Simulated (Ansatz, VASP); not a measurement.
One calculation of Si2W, two programs

INCAR

```
SYSTEM = Si2W
ALGO     = Normal         ! electronic algorithm
EDIFF    = 1E-7           ! SCF threshold, eV
ENCUT    = 520            ! plane-wave cutoff, eV
GGA      = PE             ! functional
ISIF     = 2              ! what is computed and relaxed
ISMEAR   = 0              ! smearing method
LASPH    = .TRUE.         ! aspherical terms in the spheres
LCHARG   = .FALSE.        ! write CHGCAR
LREAL    = .FALSE.        ! projectors in reciprocal space
LWAVE    = .FALSE.        ! write WAVECAR
NBANDS   = 18             ! bands
NELM     = 80             ! most SCF steps
PREC     = Accurate       ! precision mode
SIGMA    = 0.15           ! smearing width, eV
```

File KPOINTS:

```
k-points
0
G
  18 18 18
  0 0 0
```

File POSCAR:

```
Si2W
1.0
   -1.6641748970      1.6641748970      3.7029555634
    1.6641748970     -1.6641748970      3.7029555634
    1.6641748970      1.6641748970     -3.7029555634
Si W
2 1
Direct
    0.3663500835      0.3663500835      0.0000000000
    0.6336499165      0.6336499165      0.0000000000
    0.0000000000      0.0000000000      0.0000000000
```

Input for Ansatz:

```yaml
crystal:
  lattice:
    - [-1.664174897, 1.664174897, 3.7029555634]
    - [1.664174897, -1.664174897, 3.7029555634]
    - [1.664174897, 1.664174897, -3.7029555634]
  atoms:
    - { symbol: Si, position: [0.3663500835, 0.3663500835, 0.0] }
    - { symbol: Si, position: [0.6336499165, 0.6336499165, 0.0] }
    - { symbol: W, position: [0.0, 0.0, 0.0] }
basis:
  ecutwfc: 420
kpoints:
  mp_grid: { grid: [18, 18, 18] }
hamiltonian:
  xc: pbe
  pseudopotentials: { kind: paw, azcp: { folder: soft_1 } }
scf:
  occupations: { method: gaussian, width: 0.15 }
output:
  forces: true
  stress: true
  eigenvalues: true
```

Alike in both runs: task single point; functional PBE; k mesh 18 × 18 × 18; occupations gaussian, width 0.15 eV; no spin polarisation.

|  | VASP | Ansatz |
| --- | --- | --- |
| version | VASP 6.6.1 | Ansatz 0.2.0 |
| potentials or method | VASP PAW PBE potentials, release 64 (Si, W_sv), cutoff 520 eV | scalar-relativistic, plane waves, PAW |
| valence electrons in the cell | 22 | 22 |

VASP gave:

* gap on the k mesh at the Fermi level (eV): none
* pressure (GPa): 22.9
* traceless stress, the component that is largest in VASP (GPa): 43.21
* rms of the force components (eV/Å): 4.735

Task: Estimate Ansatz's values.

Result: gap on the k mesh at the Fermi level (eV): none; pressure (GPa): 23.0; traceless stress, the component that is largest in VASP (GPa): 43.61; rms of the force components (eV/Å): 4.771.

Atom by atom the forces differ by 0.036 eV/Å (rms over components). A gap of «none» marks a metal or a gap that the smearing closes.

Spin-orbit coupling is off throughout.
